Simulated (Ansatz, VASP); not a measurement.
## Two plane-wave programs on ScAlN2

File INCAR:

```
SYSTEM = ScAlN2
PREC = Accurate ; ENCUT = 520
EDIFF = 1E-6 ; ISMEAR = 0
SIGMA = 0.01 ; LREAL = .False.
LASPH = .True. ; NELM = 60
ALGO = Normal ; ISIF = 2
LWAVE = .False. ; LCHARG = .True.
GGA = PE ; LELF = .True.
LVHAR = .True. ; NBANDS = 20
```

File KPOINTS:

```
Automatic mesh
0
Gamma
  8 8 6
  0 0 0
```

File POSCAR:

```
ScAlN2
1.0
    3.0901141847      0.0000000000      0.0000000000
    0.0000000000      3.0901141847      0.0000000000
    0.0000000000      0.0000000000      4.3887212368
Sc N Al
1 2 1
Direct
    0.0000000000      0.0000000000      0.0000000000
    0.0000000000      0.0000000000      0.5000000000
    0.5000000000      0.5000000000      0.0000000000
    0.5000000000      0.5000000000      0.5000000000
```

Input for Ansatz:

```yaml
crystal:
  lattice:
    - [3.0901141847, 0.0, 0.0]
    - [0.0, 3.0901141847, 0.0]
    - [0.0, 0.0, 4.3887212368]
  atoms:
    - { symbol: Sc, position: [0.0, 0.0, 0.0] }
    - { symbol: "N", position: [0.0, 0.0, 0.5] }
    - { symbol: Al, position: [0.5, 0.5, 0.5] }
    - { symbol: "N", position: [0.5, 0.5, 0.0] }
kpoints:
  mp_grid: { grid: [8, 8, 6] }
hamiltonian:
  xc: pbe
scf:
  occupations: { method: fixed }
  n_extra_bands: 5
output:
  forces: true
  stress: true
  eigenvalues: true
```

Alike in both runs: task single point; functional PBE; k mesh 8 × 8 × 6; no spin polarisation.

|  | VASP | Ansatz |
| --- | --- | --- |
| version | VASP 6.6.1 | Ansatz 0.2.0 |
| potentials or method | VASP PAW PBE potentials, release 64 (Sc_sv, N, Al) | plane waves, PAW |
| plane-wave cutoff (eV) | 520 | 420 |
| occupations | gaussian, width 0.01 eV | fixed |
| valence electrons in the cell | 24 | 24 |

Ansatz gave:

| Property | Result |
| --- | --- |
| gap on the k mesh at the Fermi level (eV) | 0.80 |
| pressure (GPa) | -5.9 |

Task: Estimate VASP's values.

Result: gap on the k mesh at the Fermi level (eV): 0.77; pressure (GPa): -5.3.
